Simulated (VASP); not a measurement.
The system is BaSr2O2.

```
Ba Sr O
1.0
     4.46950    0.00000    0.00000
    -2.23475    3.87070    0.00000
     0.00000    0.00000    7.58834
Ba Sr O
1 2 2
Direct
  0.00000 0.00000 0.00000
  0.33333 0.66667 0.62000
  0.66667 0.33333 0.38000
  0.33333 0.66667 0.26000
  0.66667 0.33333 0.74000
```

* Program: VASP 6.6.1
* Task: relaxation of cell and atoms
* Functional: PBE
* Potentials or basis: VASP PAW PBE potentials, release 64 (Ba_sv, Sr_sv, O)
* Cutoff: 600 eV
* k mesh: 6 × 6 × 2
* Occupations: gaussian, width 0.1 eV
* Spin: no spin polarisation

At the start: pressure -4.4 GPa; volume 26.26 Å³/atom.

Q: How do energy, volume and symmetry change on relaxing?

A: Over 35 steps the energy falls by 508.3 meV/atom and the volume is 25.18 Å³/atom (-4.1 %); space group P-3m1 (No. 164, to 0.1 Å) before and after.

The path:
```
step  energy change (eV)  largest force (eV/Å)  pressure (GPa)  volume (Å³)
   1              0.0000                1.0673           -4.42       131.28
   2             -0.3883                0.9672           -1.27       117.98
   3             -0.4521                0.8856            1.46       111.42
   4             -0.5973                0.6168            1.63       111.79
   5             -0.8933                0.2174            4.25       112.54
   6              0.0372                2.2870           14.71       112.54
   7             -0.9020                0.5584            5.70       112.67
   8             -0.9793                0.6002            5.28       114.53
   9             -1.1702                0.7742            4.24       120.14
  10             -1.2797                1.1461            2.75       131.39
  11             -1.3898                0.9308            1.35       134.28
  12             -1.5088                0.5069           -1.59       141.63
  13             -1.5949                0.5324           -1.39       140.53
  14             -1.7677                0.6791           -0.82       137.07
  15             -1.6922                0.9345           -0.55       129.57
  16             -1.8234                0.7289           -0.67       134.87
  17             -1.8290                0.7160           -0.61       133.86
  18             -1.9235                0.6793           -0.31       130.46
  19             -2.1564                0.7010            1.33       120.62
  20             -1.4212                1.1654           14.50       102.45
  21             -2.1659                0.6913            2.29       118.23
  22             -2.1733                0.7542            4.08       113.90
  23             -2.1814                0.6849            3.30       115.64
  24             -2.2517                0.7545            2.81       116.22
  25             -2.3752                0.7491            2.38       117.94
  26             -2.1678                1.3419            3.13       121.39
  27             -2.3916                0.7236            2.36       118.54
  28             -2.3941                0.7168            2.42       118.91
  29             -2.4590                0.6129            0.74       122.46
  30             -2.4827                0.5215           -0.80       126.34
  31             -2.5060                0.3878           -0.48       125.76
  32             -2.5285                0.0416            0.53       124.11
  33             -2.5293                0.0774            0.36       124.36
  34             -2.5378                0.0395            0.10       125.10
  35             -2.5413                0.0247           -0.15       125.91
```

Final structure:
```
Ba Sr O
1.0
     3.85337    0.00000    0.00000
    -1.92669    3.33712    0.00000
     0.00000    0.00000    9.79139
Ba Sr O
1 2 2
Direct
  0.00000 0.00000 0.00000
  0.33333 0.66667 0.68783
  0.66667 0.33333 0.31217
  0.33333 0.66667 0.18252
  0.66667 0.33333 0.81748
```

Caveat: the k points lie up to 0.32 Å⁻¹ apart in the final cell, too coarse for converged energies and pressures of a metal; a cell axis changed by over 15 % at a fixed basis, so the end point is rough.
